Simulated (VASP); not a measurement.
Write the native input for VASP 6.6.1 that does the following.

```
Task                   : single point
Functional             : r2SCAN
Potentials or basis    : VASP PAW PBE potentials, release 64 (Al, Ga_d, N)
Cutoff                 : 520 eV
k mesh                 : 8 × 8 × 6
Occupations            : gaussian, width 0.05 eV
Spin                   : no spin polarisation
Dipole correction      : no
Further INCAR settings : ALGO = Normal; EDIFF = 1e-06; NBANDS = 21
```

Crystal: AlGaN2.

```
Al Ga N
1.0
     3.14088    0.00000    0.00000
     0.00000    3.14088    0.00000
     0.00000    0.00000    4.42384
Al Ga N
1 1 2
Cartesian
  1.5704 1.5704 2.2119
  0.0000 0.0000 0.0000
  1.5704 0.0000 3.2360
  0.0000 1.5704 1.1879
```

This cell differs from its parent crystal: mode 12 (706.6 1/cm) frozen in, largest displacement +0.030 Å.

One way to write it, as run:

POSCAR

```
AlGaN2
1.0
    3.1408770487      0.0000000000      0.0000000000
    0.0000000000      3.1408770487      0.0000000000
    0.0000000000      0.0000000000      4.4238379400
Al Ga N
1 1 2
Direct
    0.5000000000      0.5000000000      0.5000000000
    0.0000000000      0.0000000000      0.0000000000
    0.5000000000      0.0000000000      0.7314833681
    0.0000000000      0.5000000000      0.2685166319
```

INCAR.step1

```
SYSTEM = AlGaN2
PREC = Accurate ; ENCUT = 520
ISMEAR = 0 ; SIGMA = 0.05
LREAL = .FALSE. ; LASPH = .TRUE.
NELM = 80 ; NBANDS = 21
GGA = PE ; ALGO = Normal
EDIFF = 1E-4 ; LWAVE = .TRUE.
LCHARG = .FALSE.
```

INCAR.step2

```
SYSTEM = AlGaN2
PREC = Accurate ; ENCUT = 520
EDIFF = 1E-6 ; ISMEAR = 0
SIGMA = 0.05 ; LREAL = .FALSE.
LASPH = .TRUE. ; NELM = 80
ALGO = Normal ; ISIF = 2
LWAVE = .FALSE. ; LCHARG = .FALSE.
METAGGA = R2SCAN ; LMIXTAU = .TRUE.
NBANDS = 21 ; ISTART = 1
```

KPOINTS

```
Automatic mesh
0
G
  8 8 6
  0 0 0
```

Potentials or basis: VASP PAW PBE potentials, release 64 (Al, Ga_d, N).

Run with:

```bash
$ cat potpaw_PBE.64/Al/POTCAR potpaw_PBE.64/Ga_d/POTCAR potpaw_PBE.64/N/POTCAR > POTCAR
$ cp INCAR.step1 INCAR
$ mpirun -np 1 vasp_std > vasp.out
$ cp INCAR.step2 INCAR
$ mpirun -np 1 vasp_std > vasp.out
```

Results of the run:

```json
{
  "Pressure": "0.1 GPa",
  "Largest force": "0.776 eV/Å",
  "Band gap on the k mesh": "3.31 eV, direct"
}
```

Caveat: the cell differs from its parent crystal (mode 12 (706.6 1/cm) frozen in, largest displacement +0.030 Å); the PAW data sets were made with another functional, which shifts forces and pressure a little.

It took 120 s on 1 thread of AMD EPYC 9R45 96-Core Processor (Zen 5), with other jobs on the host, peak memory 0.17 GiB.
